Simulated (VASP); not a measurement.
# Ge (P6_3/mmc) in VASP: notebook

Runs on Ge. Level: LDA. Tasks: relaxation of cell and atoms.

All numbers are computed with VASP 6.6.1; they aren't measurements. Logs are shortened: lines on timing, memory, paths and dates and some standing lists are left out, and cuts for length are marked.

## Step 1: The cell of the first run

The structure is hexagonal, space group P6_3/mmc (No. 194). The conventional cell has a = 3.998 Å, b = 3.998 Å, c = 6.599 Å, α = 90.00°, β = 90.00°, γ = 120.00°. Within 3.2 Å of Ge (site symmetry 3m) lie 4 Ge at 2.45 to 2.47 Å.

## Step 2: Relaxation of cell and atoms, LDA, target pressure 5 GPa, at which the enthalpy is minimised

Contents of INCAR:

```
SYSTEM = Ge
PREC = Accurate
ENCUT = 600
EDIFF = 1E-6
ISMEAR = -1
SIGMA = 0.1
LREAL = .False.
LASPH = .True.
NELM = 80
ALGO = Normal
ISIF = 3
LWAVE = .False.
LCHARG = .False.
IBRION = 2
NSW = 80
EDIFFG = -0.01
PSTRESS = 50.0
```

Contents of KPOINTS:

```
Automatic mesh
0
Gamma
  7 7 4
  0 0 0
```

Contents of POSCAR:

```
Ge
1.0
    3.9975860000      0.0000000000      0.0000000000
   -1.9987930000      3.4620110298      0.0000000000
    0.0000000000      0.0000000000      6.5993780000
Ge
4
Direct
    0.6666666667      0.3333333333      0.0629010000
    0.3333333333      0.6666666667      0.5629010000
    0.3333333333      0.6666666667      0.9370990000
    0.6666666667      0.3333333333      0.4370990000
```

Potentials or basis: VASP PAW LDA potentials, release 64 (Ge_d).

Run with:

```bash
$ cat potpaw_LDA.64/Ge_d/POTCAR > POTCAR
$ mpirun -np 1 vasp_std > vasp.out
```

OUTCAR:

```text
SYSTEM = Ge
   PREC = Accurate
   ENCUT = 600
   EDIFF = 1E-6
   ISMEAR = -1
   LREAL = .False.
   LASPH = .True.
   NELM = 80
   ISIF = 3
   IBRION = 2
   NSW = 80
   EDIFFG = -0.01
   PSTRESS = 50.0

 ion  position               nearest neighbor table
   1  0.667  0.333  0.063-   3 2.45   3 2.45   3 2.45   4 2.47
   2  0.333  0.667  0.563-   4 2.45   4 2.45   4 2.45   3 2.47
   3  0.333  0.667  0.937-   1 2.45   1 2.45   1 2.45   2 2.47
   4  0.667  0.333  0.437-   2 2.45   2 2.45   2 2.45   1 2.47

  LATTYP: Found a hexagonal cell.
 ALAT       =     3.9975860000
 C/A-ratio  =     1.6508407824

  Lattice vectors:

 A1 = (   3.9975860000,   0.0000000000,   0.0000000000)
 A2 = (  -1.9987930000,   3.4620110298,   0.0000000000)
 A3 = (   0.0000000000,   0.0000000000,   6.5993780000)

Analysis of symmetry for initial positions (statically):
=====================================================================
 Subroutine PRICEL returns:
 Original cell was already a primitive cell.

 Routine SETGRP: Setting up the symmetry group for a
 hexagonal supercell.

 Subroutine GETGRP returns: Found 24 space group operations
 (whereof 12 operations were pure point group operations)
 out of a pool of 24 trial point group operations.

The static configuration has the point symmetry D_3d.
 The point group associated with its full space group is D_6h.

Analysis of symmetry for dynamics (positions and initial velocities):
=====================================================================
 Subroutine PRICEL returns:
 Original cell was already a primitive cell.

 Routine SETGRP: Setting up the symmetry group for a
 hexagonal supercell.

 Subroutine GETGRP returns: Found 24 space group operations
 (whereof 12 operations were pure point group operations)
 out of a pool of 24 trial point group operations.

The dynamic configuration has the point symmetry D_3d.
 The point group associated with its full space group is D_6h.

 Subroutine INISYM returns: Found 24 space group operations
 (whereof 12 operations are pure point group operations),
 and found     1 'primitive' translations

----------------------------------------------------------------------------------------

                                     Primitive cell

  volume of cell :      91.3333

  direct lattice vectors                    reciprocal lattice vectors
     3.997586000  0.000000000  0.000000000     0.250150966  0.144424728  0.000000000
[... 88 lines left out ...]
   NELM   =     80;   NELMIN=  2; NELMDL= -5     # of ELM steps
   EDIFF  = 0.1E-05   stopping-criterion for ELM
   LREAL  =      F    real-space projection
   EDIFFG = -.1E-01   stopping-criterion for IOM
   NSW    =     80    number of steps for IOM
   IBRION =      2    ionic relax: 0-MD 1-quasi-New 2-CG
   NFREE  =      1    steps in history (QN), initial steepest desc. (CG)
   ISIF   =      3    stress and relaxation
   ISYM   =      2    0-nonsym 1-usesym 2-fastsym
   POTIM  = 0.5000    time-step for ionic-motion
   TEBEG  =    0.0;   TEEND  =   0.0 temperature during run
   PSTRESS=   50.0 pullay stress
   NELECT =      56.0000    total number of electrons
   NUPDOWN=      -1.0000    fix difference up-down
   EMIN   =  10.00;   EMAX   =-10.00  energy-range for DOS
   EFERMI =   0.00;   METHOD = LEGACY
   ISMEAR =    -1;   SIGMA  =   0.10  broadening in eV -4-tet -1-fermi 0-gaus
   EFERMI_NEDOS =   21; number of points for ismear=-14 and -15
   IALGO  =     38    algorithm
   IMIX   =      4    mixing-type and parameters
     AMIX     =   0.40;   BMIX     =  1.00
     AMIX_MAG =   1.60;   BMIX_MAG =  1.00
  volume/ion in A,a.u.               =      22.83       154.09
  Fermi-wavevector in a.u.,A,eV,Ry     =   1.390788  2.628209 26.317648  1.934293
  Thomas-Fermi vector in A             =   2.514690
   LORBIT       =      0    0 simple, 1 ext, 2 COOP (PROOUT), +10 PAW based schemes
   GGA     = CA    functional components
   LHFCALC =     F    Hartree Fock is set to
   AEXX    =    0.0000 exact exchange contribution
   IVDW    =     0    specifies the selected vdW correction
   LEPSILON=     F    determine dielectric tensor
   LRPA    =     F    only Hartree local field effects (RPA)
 conjugate gradient relaxation of ions
 non-spin polarized calculation
  energy-cutoff  :      600.00
  volume of cell :       91.33
 maximum number of plane-waves:      3064
 NGX is ok and might be reduce to    32
   NGX = 15   NGY = 15   NGZ = 27

--------------------------------------- Ionic step        1  -------------------------------------------

 number of electron      55.9999987 magnetization

 Free energy of the ion-electron system (eV)
  ---------------------------------------------------
  ext. energy  EPLUGINS =         0.00000000
  ---------------------------------------------------
  free energy    TOTEN  =       -20.69051873 eV

  energy without entropy =      -20.68118148  energy(sigma->0) =      -20.68585010

------------------------ aborting loop because EDIFF is reached ----------------------------------------

  FORCE on cell =-STRESS in cart. coord.  units (eV):
  Direction    XX          YY          ZZ          XY          YZ          ZX
  --------------------------------------------------------------------------------------
  -------------------------------------------------------------------------------------
  Total       -0.8806108     -0.8806108     -1.1441684     -0.0000000      0.0000000      0.0000000
  in kB      -15.4477538    -15.4477538    -20.0711047     -0.0000000      0.0000000      0.0000000
  external PRESSURE =     -66.9888708 kB  Pullay stress =      50.0000000 kB
[... 103 lines left out ...]
  energy  without entropy=      -20.6193565162  energy(sigma->0) =      -20.62369303

  enthalpy is  TOTEN    =       -18.0170047479 eV   P V=        2.6110247911

[... ionic steps 4 to 10 ...]

--------------------------------------- Ionic step       11  -------------------------------------------

 number of electron      56.0000007 magnetization

------------------------ aborting loop because EDIFF is reached ----------------------------------------
[... 75 lines left out ...]
--------------------------------------- Ionic step       13  -------------------------------------------

 number of electron      56.0000007 magnetization

 Free energy of the ion-electron system (eV)
  ---------------------------------------------------
  ext. energy  EPLUGINS =         0.00000000
  ---------------------------------------------------
  free energy    TOTEN  =       -20.62828678 eV

  energy without entropy =      -20.61959817  energy(sigma->0) =      -20.62394247

 E-fermi :   5.6462     XC(G=0): -10.6629

 val. band max:        5.6190134450   @ k =   0.0000   0.0000   0.0000
 cond. band min:       5.7238670940   @ k =   0.0000   0.0000   0.0000
 fundamental gap:      0.1048536490
 Fermi energy:         5.6461871599

 k-point     1 :       0.0000    0.0000    0.0000
  band No.  band energies     occupation
      1     -19.5920      2.00000
      2     -19.5920      2.00000
      3     -19.5467      2.00000
      4     -19.5432      2.00000
      5     -19.5432      2.00000
      6     -19.5311      2.00000
[... 888 lines left out ...]
  energy  without entropy=      -20.6195981668  energy(sigma->0) =      -20.62394247

  enthalpy is  TOTEN    =       -18.0170120126 eV   P V=        2.6112747630

 reached required accuracy - stopping structural energy minimisation
```

CONTCAR:

```text
Ge
   1.00000000000000
     3.8844688594730847    0.0000000000000000    0.0000000000000000
    -1.9422344297365424    3.3640487124991738    0.0000000000000000
     0.0000000000000000    0.0000000000000000    6.4032318834800854
  Ge
     4
Direct
     0.6666666667000030    0.3333333332999970    0.0629277362112470
     0.3333333332999970    0.6666666667000030    0.5629277362112469
     0.3333333332999970    0.6666666667000030    0.9370722637887531
     0.6666666667000030    0.3333333332999970    0.4370722637887529

  0.00000000E+00  0.00000000E+00  0.00000000E+00
  0.00000000E+00  0.00000000E+00  0.00000000E+00
  0.00000000E+00  0.00000000E+00  0.00000000E+00
  0.00000000E+00  0.00000000E+00  0.00000000E+00
```

Wall time 10 min (1 thread of Intel Xeon Platinum 8375C at 2.90GHz (Ice Lake), shared host); peak memory 0.22 GiB.

Results:

| Item | Value |
| --- | --- |
| Free energy | -20.6283 eV |
| Relaxed volume | 20.92 Å³/atom |
| Relaxed cell | a = 3.884 Å, b = 3.884 Å, c = 6.403 Å, α = 90.00°, β = 90.00°, γ = 120.00° |
| Space group after relaxing (to 0.05 Å) | P6_3/mmc (No. 194) |
| Energy change on relaxing (the enthalpy is what falls) | +15.6 meV/atom |
| Ionic steps | 13 |
| Pressure after relaxing | 5.0 GPa |
| Largest force after relaxing | 0.009 eV/Å |
| Band gap on the k mesh | zero (filled and empty bands touch) |

Forces on the atoms (eV/Å):
```
Ge   0.000  0.000  0.009
Ge   0.000  0.000  0.009
Ge   0.000  0.000 -0.009
Ge   0.000  0.000 -0.009
```

Stress tensor (GPa, compression positive):
```
5.06 0.00 0.00
0.00 5.06 0.00
0.00 0.00 4.98
```

Step by step:
```tsv
step	energy change (eV)	largest force (eV/Å)	pressure (GPa)	volume (Å³)
1	0.0000	0.0052	-1.70	91.33
2	0.2744	0.0204	10.76	79.29
3	0.0625	0.0101	5.03	83.67
4	0.0579	0.0097	4.70	83.82
5	0.0585	0.0004	4.93	83.80
6	0.0586	0.0029	4.93	83.79
7	0.0598	0.0025	4.92	83.75
8	0.0633	0.0140	5.01	83.64
9	0.0620	0.0078	4.95	83.68
10	0.0625	0.0115	5.02	83.67
11	0.0622	0.0086	4.96	83.68
12	0.0623	0.0110	5.09	83.67
13	0.0622	0.0088	5.03	83.67
```

Final structure:
```cif
data_structure
_symmetry_space_group_name_H-M 'P 1'
_symmetry_Int_Tables_number 1
_cell_length_a 3.8845
_cell_length_b 3.8845
_cell_length_c 6.4032
_cell_angle_alpha 90.000
_cell_angle_beta 90.000
_cell_angle_gamma 120.000
_cell_volume 83.67
loop_
_atom_site_label
_atom_site_type_symbol
_atom_site_fract_x
_atom_site_fract_y
_atom_site_fract_z
_atom_site_occupancy
Ge1 Ge 0.66667 0.33333 0.06293 1
Ge2 Ge 0.33333 0.66667 0.56293 1
Ge3 Ge 0.33333 0.66667 0.93707 1
Ge4 Ge 0.66667 0.33333 0.43707 1
```

Caveat: the cell is relaxed towards a set pressure, so the enthalpy falls and the energy may rise.

## Step 3: Relaxation of cell and atoms, LDA, target pressure 10 GPa, at which the enthalpy is minimised

Contents of INCAR:

```
SYSTEM = Ge
PREC = Accurate
ENCUT = 600
EDIFF = 1E-7
ISMEAR = -1
SIGMA = 0.1
LREAL = .FALSE.
LASPH = .TRUE.
NELM = 60
ALGO = Normal
ISIF = 3
LWAVE = .FALSE.
LCHARG = .FALSE.
IBRION = 2
NSW = 80
EDIFFG = -0.01
PSTRESS = 100.0
```

Contents of KPOINTS:

```
regular mesh
0
G
  7 7 4
  0 0 0
```

POSCAR is that of step 2.

Potentials or basis: VASP PAW LDA potentials, release 64 (Ge_d).

Run with:

```bash
$ cat potpaw_LDA.64/Ge_d/POTCAR > POTCAR
$ mpirun -np 1 vasp_std > vasp.out
```

Wall time 9.4 min (1 thread of Intel Xeon Platinum 8375C at 2.90GHz (Ice Lake), shared host); peak memory 0.22 GiB.

It converged, with:

```yaml
Free_energy: -20.4495 eV
Relaxed_volume: 19.95 Å³/atom
Relaxed_cell: a = 3.821 Å, b = 3.821 Å, c = 6.310 Å, α = 90.00°, β = 90.00°, γ = 120.00°
Space_group_after_relaxing_to_0.05_Å: P6_3/mmc (No. 194)
Energy_change_on_relaxing_the_enthalpy_is_what_falls: +60.2 meV/atom
Ionic_steps: 9
Pressure_after_relaxing: 10.0 GPa
```

Step by step:
| step | energy change (eV) | largest force (eV/Å) | pressure (GPa) | volume (Å³) |
| --- | --- | --- | --- | --- |
| 1 | 0.0000 | 0.0048 | -1.77 | 91.33 |
| 2 | 1.2381 | 0.0668 | 27.64 | 70.91 |
| 3 | 0.2288 | 0.0361 | 9.72 | 80.00 |
| 4 | 0.2421 | 0.0371 | 10.00 | 79.78 |
| 5 | 0.2423 | 0.0009 | 10.03 | 79.78 |
| 6 | 0.2423 | 0.0082 | 10.02 | 79.77 |
| 7 | 0.2404 | 0.0052 | 9.96 | 79.80 |
| 8 | 0.2406 | 0.0035 | 9.96 | 79.80 |
| 9 | 0.2410 | 0.0010 | 9.96 | 79.79 |

Final structure:
```xyz
4
Lattice="3.8212 0.0000 0.0000 -1.9106 3.3092 0.0000 0.0000 0.0000 6.3102" Properties=species:S:1:pos:R:3 pbc="T T T"
Ge    1.9106    1.1031    0.3992
Ge    0.0000    2.2062    3.5543
Ge    0.0000    2.2062    5.9110
Ge    1.9106    1.1031    2.7559
```

Levels at points of the mesh, in eV from the Fermi level:
| k point | band 25 | band 26 | band 27 | band 28 | band 29 | band 30 | band 31 | band 32 |
| --- | --- | --- | --- | --- | --- | --- | --- | --- |
| (0.00, 0.00, 0.00) | -1.80 | -0.31 | 0.08 | 0.08 | 0.11 | 1.02 | 2.13 | 2.13 |
| (0.00, 0.00, 0.50) | -1.08 | -1.08 | -1.08 | -1.08 | 0.97 | 0.97 | 3.36 | 3.36 |

Caveat: the cell is relaxed towards a set pressure, so the enthalpy falls and the energy may rise.
